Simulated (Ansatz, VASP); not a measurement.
Na4CdIr in VASP and in Ansatz

```
Na Cd Ir
1.0
     0.00000    3.98895    3.98895
     3.98895    0.00000    3.98895
     3.98895    3.98895    0.00000
Na Cd Ir
4 1 1
Cartesian
  4.9990 2.9789 4.9990
  4.9990 4.9990 2.9789
  2.9789 2.9789 2.9789
  2.9789 4.9990 4.9990
  5.9834 5.9834 5.9834
  0.0000 0.0000 0.0000
```

Alike in both runs: functional PBE; k mesh 4 × 4 × 4; occupations gaussian, width 0.1 eV; no spin polarisation.

Ansatz relaxed the structure, and its values are those at the end. VASP's run is a single point on that final structure, the one shown.

|  | VASP | Ansatz |
| --- | --- | --- |
| version | VASP 6.6.1 | Ansatz 0.2.0 |
| potentials or method | VASP PAW PBE potentials, release 64 (Na_pv, Cd, Ir), cutoff 520 eV | scalar-relativistic, plane waves, PAW |
| valence electrons in the cell | 49 | 73 |

|  | VASP | Ansatz | Ansatz less VASP |
| --- | --- | --- | --- |
| gap on the k mesh at the Fermi level (eV) | none | none | - |
| pressure (GPa) | 0.3 | 0.3 | -0.08 |
| rms of the force components (eV/Å) | 0.003 | 0.003 | +0.0003 |

A gap of «none» marks a metal or a gap that the smearing closes. VASP's potentials hold 49 valence electrons a cell and Ansatz's 73, so a difference there can come from the potentials and not from the codes.

Spin-orbit coupling is off throughout.
